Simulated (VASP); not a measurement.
# Na (P6_3/mmc) in VASP: further runs

Aim: see how the results for Na move with the level of theory and the settings. Levels: LDA, PBEsol, r2SCAN. Tasks: single point.

All numbers are computed with VASP 6.6.1; they aren't measurements. Logs are shortened: lines on timing, memory, paths and dates and some standing lists are left out, and cuts for length are marked.

**1. The cell of the first run**

The structure is hexagonal, space group P6_3/mmc (No. 194). The conventional cell has a = 3.700 Å, b = 3.700 Å, c = 12.537 Å, α = 90.00°, β = 90.00°, γ = 120.00°. Within 4.9 Å of Na (site symmetry -6m2) lie 12 Na at 3.70 to 3.79 Å. Within 4.9 Å of Na (site symmetry -3m) lie 12 Na at 3.70 to 3.79 Å.

**2. Single point, LDA**

Contents of INCAR:

```
SYSTEM = Na
ALGO = Normal
EDIFF = 1E-6
ENCUT = 520
ISIF = 2
ISMEAR = -1
LASPH = .TRUE.
LCHARG = .TRUE.
LELF = .TRUE.
LREAL = .FALSE.
LVHAR = .TRUE.
LWAVE = .FALSE.
NBANDS = 22
NELM = 60
PREC = Accurate
SIGMA = 0.05
```

Contents of KPOINTS:

```
k-points
0
G
  5 5 2
  0 0 0
```

Contents of POSCAR:

```
Na
1.0
    3.7003831212      0.0000000000      0.0000000000
   -1.8501915606      3.2046257867      0.0000000000
    0.0000000000      0.0000000000     12.5373215400
Na
4
Direct
    0.6666666667      0.3333333333      0.7500000000
    0.0000000000      0.0000000000      0.5000000000
    0.3333333333      0.6666666667      0.2500000000
    0.0000000000      0.0000000000      0.0000000000
```

Potentials or basis: VASP PAW LDA potentials, release 64 (Na_pv).

Run with:

```
$ cat potpaw_LDA.64/Na_pv/POTCAR > POTCAR
$ mpirun -np 1 vasp_std > vasp.out
```

OUTCAR:

```text
SYSTEM = Na
   EDIFF = 1E-6
   ENCUT = 520
   ISIF = 2
   ISMEAR = -1
   LASPH = .TRUE.
   LREAL = .FALSE.
   NELM = 60
   PREC = Accurate

 ion  position               nearest neighbor table
   1  0.667  0.333  0.750-
   2  0.000  0.000  0.500-
   3  0.333  0.667  0.250-
   4  0.000  0.000  0.000-

  LATTYP: Found a hexagonal cell.
 ALAT       =     3.7003831212
 C/A-ratio  =     3.3881144545

  Lattice vectors:

 A1 = (   3.7003831212,   0.0000000000,   0.0000000000)
 A2 = (  -1.8501915606,   3.2046257867,   0.0000000000)
 A3 = (   0.0000000000,   0.0000000000,  12.5373215400)

Analysis of symmetry for initial positions (statically):
=====================================================================
 Subroutine PRICEL returns:
 Original cell was already a primitive cell.

 Routine SETGRP: Setting up the symmetry group for a
 hexagonal supercell.

 Subroutine GETGRP returns: Found 24 space group operations
 (whereof 12 operations were pure point group operations)
 out of a pool of 24 trial point group operations.

The static configuration has the point symmetry D_3d.
 The point group associated with its full space group is D_6h.

Analysis of symmetry for dynamics (positions and initial velocities):
=====================================================================
 Subroutine PRICEL returns:
 Original cell was already a primitive cell.

 Routine SETGRP: Setting up the symmetry group for a
 hexagonal supercell.

 Subroutine GETGRP returns: Found 24 space group operations
 (whereof 12 operations were pure point group operations)
 out of a pool of 24 trial point group operations.

The dynamic configuration has the point symmetry D_3d.
 The point group associated with its full space group is D_6h.

 Subroutine INISYM returns: Found 24 space group operations
 (whereof 12 operations are pure point group operations),
 and found     1 'primitive' translations

----------------------------------------------------------------------------------------

                                     Primitive cell

  volume of cell :     148.6719

  direct lattice vectors                    reciprocal lattice vectors
     3.700383121  0.000000000  0.000000000     0.270242288  0.156024458  0.000000000
    -1.850191561  3.204625787  0.000000000     0.000000000  0.312048915  0.000000000
     0.000000000  0.000000000 12.537321540     0.000000000  0.000000000  0.079761853

  length of vectors
     3.700383121  3.700383121 12.537321540     0.312048915  0.312048915  0.079761853

  position of ions in fractional coordinates (direct lattice)
     0.666666667  0.333333333  0.750000000
     0.000000000  0.000000000  0.500000000
     0.333333333  0.666666667  0.250000000
     0.000000000  0.000000000  0.000000000

  ion indices of the primitive-cell ions
   primitive index   ion index
                 1           1
                 2           2
                 3           3
                 4           4

----------------------------------------------------------------------------------------

 KPOINTS: k-points

Automatic generation of k-mesh.
 Grid dimensions read from file:
 generate k-points for:    5    5    2

 Generating k-lattice:

  Cartesian coordinates                     Fractional coordinates (reciprocal lattice)
     0.054048458  0.031204892  0.000000000     0.200000000 -0.000000000  0.000000000
     0.000000000  0.062409783  0.000000000     0.000000000  0.200000000  0.000000000
     0.000000000  0.000000000  0.039880927     0.000000000  0.000000000  0.500000000

  Length of vectors
     0.062409783  0.062409783  0.039880927

  Shift w.r.t. Gamma in fractional coordinates (k-lattice)
     0.000000000  0.000000000  0.000000000

 Subroutine IBZKPT returns following result:
 ===========================================

 Found     10 irreducible k-points:

 Following reciprocal coordinates:
            Coordinates               Weight
  0.000000  0.000000  0.000000      1.000000
  0.200000  0.000000  0.000000      6.000000
  0.400000  0.000000  0.000000      6.000000
  0.200000  0.200000  0.000000      6.000000
  0.400000  0.200000  0.000000      6.000000
  0.000000  0.000000  0.500000      1.000000
  0.200000  0.000000  0.500000      6.000000
  0.400000  0.000000  0.500000      6.000000
  0.200000  0.200000  0.500000      6.000000
  0.400000  0.200000  0.500000      6.000000
   k-points           NKPTS =     10   k-points in BZ     NKDIM =     10   number of bands    NBANDS=     22
   number of dos      NEDOS =    301   number of ions     NIONS =      4
   total plane-waves  NPLWV =  75264
   dimension x,y,z NGX =    28 NGY =   28 NGZ =   96
   dimension x,y,z NGXF=    56 NGYF=   56 NGZF=  192
   ions per type =               4
   NGX,Y,Z   is equivalent  to a cutoff of  12.58, 12.58, 12.73 a.u.
   NGXF,Y,Z  is equivalent  to a cutoff of  25.16, 25.16, 25.46 a.u.
 SYSTEM =  Na
   PREC   = accura    normal or accurate (medium, high low for compatibility)
   ISTART =      0    job   : 0-new  1-cont  2-samecut
   ICHARG =      2    charge: 1-file 2-atom 10-const
   ISPIN  =      1    spin polarized calculation?
   LNONCOLLINEAR =      F non collinear calculations
   LSORBIT =      F    spin-orbit coupling
   LASPH  =      T    aspherical Exc in radial PAW
   ENCUT  =  520.0 eV  38.22 Ry    6.18 a.u.   6.88  6.88 23.31*2*pi/ulx,y,z
   NELM   =     60;   NELMIN=  2; NELMDL= -5     # of ELM steps
   EDIFF  = 0.1E-05   stopping-criterion for ELM
   LREAL  =      F    real-space projection
   EDIFFG = 0.1E-04   stopping-criterion for IOM
   NSW    =      0    number of steps for IOM
   IBRION =     -1    ionic relax: 0-MD 1-quasi-New 2-CG
   NFREE  =      0    steps in history (QN), initial steepest desc. (CG)
   ISIF   =      2    stress and relaxation
   ISYM   =      2    0-nonsym 1-usesym 2-fastsym
   POTIM  = 0.5000    time-step for ionic-motion
   TEBEG  =    0.0;   TEEND  =   0.0 temperature during run
   PSTRESS=    0.0 pullay stress
   NELECT =      28.0000    total number of electrons
   NUPDOWN=      -1.0000    fix difference up-down
   EMIN   =  10.00;   EMAX   =-10.00  energy-range for DOS
   EFERMI =   0.00;   METHOD = LEGACY
   ISMEAR =    -1;   SIGMA  =   0.05  broadening in eV -4-tet -1-fermi 0-gaus
   EFERMI_NEDOS =   21; number of points for ismear=-14 and -15
   IALGO  =     38    algorithm
   IMIX   =      4    mixing-type and parameters
     AMIX     =   0.40;   BMIX     =  1.00
     AMIX_MAG =   1.60;   BMIX_MAG =  1.00
  volume/ion in A,a.u.               =      37.17       250.82
  Fermi-wavevector in a.u.,A,eV,Ry     =   0.938393  1.773305 11.981028  0.880581
  Thomas-Fermi vector in A             =   2.065600
   LORBIT       =      0    0 simple, 1 ext, 2 COOP (PROOUT), +10 PAW based schemes
   GGA     = CA    functional components
   LHFCALC =     F    Hartree Fock is set to
   AEXX    =    0.0000 exact exchange contribution
   IVDW    =     0    specifies the selected vdW correction
   LEPSILON=     F    determine dielectric tensor
   LRPA    =     F    only Hartree local field effects (RPA)
 non-spin polarized calculation
  energy-cutoff  :      520.00
  volume of cell :      148.67
 maximum number of plane-waves:      4017
 NGX is ok and might be reduce to    28
   NGX = 13   NGY = 13   NGZ = 47

 number of electron      28.0000016 magnetization

 Free energy of the ion-electron system (eV)
  ---------------------------------------------------
  ext. energy  EPLUGINS =         0.00000000
  ---------------------------------------------------
  free energy    TOTEN  =        -5.89980463 eV

  energy without entropy =       -5.88627948  energy(sigma->0) =       -5.89304205

 E-fermi :   0.1271     XC(G=0):  -6.7199

 val. band max:       -0.3641426782   @ k =   0.2000   0.0000   0.5000
 cond. band min:       0.1818358378   @ k =   0.4000   0.0000   0.0000
 fundamental gap:      0.5459785160
 Fermi energy:         0.1271297537

 k-point     1 :       0.0000    0.0000    0.0000
  band No.  band energies     occupation
      1     -24.8224      2.00000
      2     -24.8065      2.00000
      3     -24.8064      2.00000
      4     -24.7954      2.00000
      5     -24.7954      2.00000
      6     -24.7934      2.00000
[... 14 lines left out ...]
     21      10.4549      0.00000
     22      10.5845      0.00000

 k-point     2 :       0.2000    0.0000    0.0000
  band No.  band energies     occupation
      1     -24.8183      2.00000
      2     -24.8096      2.00000
      3     -24.8095      2.00000
      4     -24.8054      2.00000
      5     -24.8026      2.00000
      6     -24.7997      2.00000
[... 14 lines left out ...]
     21       6.8862      0.00000
     22       6.9665      0.00000

 k-point     3 :       0.4000    0.0000    0.0000
  band No.  band energies     occupation
      1     -24.8249      2.00000
      2     -24.8241      2.00000
      3     -24.8210      2.00000
      4     -24.8198      2.00000
      5     -24.8087      2.00000
      6     -24.8033      2.00000
[... 14 lines left out ...]
     21       5.4739      0.00000
     22       5.8466      0.00000

 k-point     4 :       0.2000    0.2000    0.0000
  band No.  band energies     occupation
      1     -24.8184      2.00000
      2     -24.8182      2.00000
      3     -24.8154      2.00000
      4     -24.8149      2.00000
      5     -24.8120      2.00000
      6     -24.8052      2.00000
[... 14 lines left out ...]
     21       4.9987      0.00000
     22       5.4682      0.00000

 k-point     5 :       0.4000    0.2000    0.0000
  band No.  band energies     occupation
      1     -24.8240      2.00000
      2     -24.8229      2.00000
      3     -24.8203      2.00000
      4     -24.8195      2.00000
      5     -24.8101      2.00000
      6     -24.8096      2.00000
[... 67 lines left out ...]
 k-point     8 :       0.4000    0.0000    0.5000
  band No.  band energies     occupation
      1     -24.8239      2.00000
      2     -24.8239      2.00000
      3     -24.8214      2.00000
      4     -24.8214      2.00000
      5     -24.8054      2.00000
      6     -24.8054      2.00000
[... 14 lines left out ...]
     21       5.0371      0.00000
     22       5.0371      0.00000

 k-point     9 :       0.2000    0.2000    0.5000
  band No.  band energies     occupation
      1     -24.8179      2.00000
      2     -24.8179      2.00000
      3     -24.8165      2.00000
      4     -24.8165      2.00000
      5     -24.8071      2.00000
      6     -24.8071      2.00000
[... 14 lines left out ...]
     21       5.0756      0.00000
     22       5.0756      0.00000

 k-point    10 :       0.4000    0.2000    0.5000
  band No.  band energies     occupation
      1     -24.8231      2.00000
      2     -24.8231      2.00000
      3     -24.8205      2.00000
      4     -24.8205      2.00000
      5     -24.8102      2.00000
      6     -24.8102      2.00000
[... 14 lines left out ...]
     21       4.1464      0.00000
     22       4.1464      0.00000

------------------------ aborting loop because EDIFF is reached ----------------------------------------

  FORCE on cell =-STRESS in cart. coord.  units (eV):
  Direction    XX          YY          ZZ          XY          YZ          ZX
  --------------------------------------------------------------------------------------
  -------------------------------------------------------------------------------------
  Total       -0.7655143     -0.7655143     -0.8698030      0.0000000      0.0000000      0.0000000
  in kB       -8.2496424     -8.2496424     -9.3735203      0.0000000      0.0000000      0.0000000
  external PRESSURE =      -8.6242684 kB  Pullay stress =       0.0000000 kB

 VOLUME and BASIS-vectors are now :
 -----------------------------------------------------------------------------
  energy-cutoff  :      520.00
  volume of cell :      148.67
      direct lattice vectors                 reciprocal lattice vectors
     3.700383121  0.000000000  0.000000000     0.270242288  0.156024458  0.000000000
    -1.850191561  3.204625787  0.000000000     0.000000000  0.312048915  0.000000000
     0.000000000  0.000000000 12.537321540     0.000000000  0.000000000  0.079761853

 POSITION                                       TOTAL-FORCE (eV/Angst)
 -----------------------------------------------------------------------------------
      1.85019      1.06821      9.40299        -0.000000      0.000000     -0.000000
      0.00000      0.00000      6.26866        -0.000000      0.000000     -0.000000
     -0.00000      2.13642      3.13433         0.000000     -0.000000      0.000000
      0.00000      0.00000      0.00000        -0.000000      0.000000     -0.000000
 -----------------------------------------------------------------------------------
    total drift:                                0.000000     -0.000000      0.000000

  FREE ENERGIE OF THE ION-ELECTRON SYSTEM (eV)
  ---------------------------------------------------
  free  energy   TOTEN  =        -5.8998046258 eV

  energy  without entropy=       -5.8862794835  energy(sigma->0) =       -5.89304205
```

It took 10 s on 1 thread of Intel Xeon 6975P-C (Granite Rapids), shared host; peak memory 0.19 GiB.

Results:

| Property | Result |
| --- | --- |
| Free energy | -5.8998 eV |
| Pressure | -0.9 GPa |
| Band gap on the k mesh | zero (band 14 reaches 1.10 eV, above the bottom of band 15 at -2.14 eV) |

Stress tensor (GPa, compression positive):
```
-0.82  0.00  0.00
 0.00 -0.82  0.00
 0.00  0.00 -0.94
```

Levels at points of the mesh, in eV from the Fermi level:
```tsv
k point	band 12	band 13	band 14	band 15	band 16	band 17
(0.00, 0.00, 0.00)	-24.92	-3.25	-2.27	-2.27	0.45	0.71
(0.00, 0.00, 0.50)	-24.92	-3.01	-3.01	-1.07	-1.07	2.66
```

Caveat: the k points lie up to 0.39 Å⁻¹ apart.

(Part 1 of 2 ends here.)
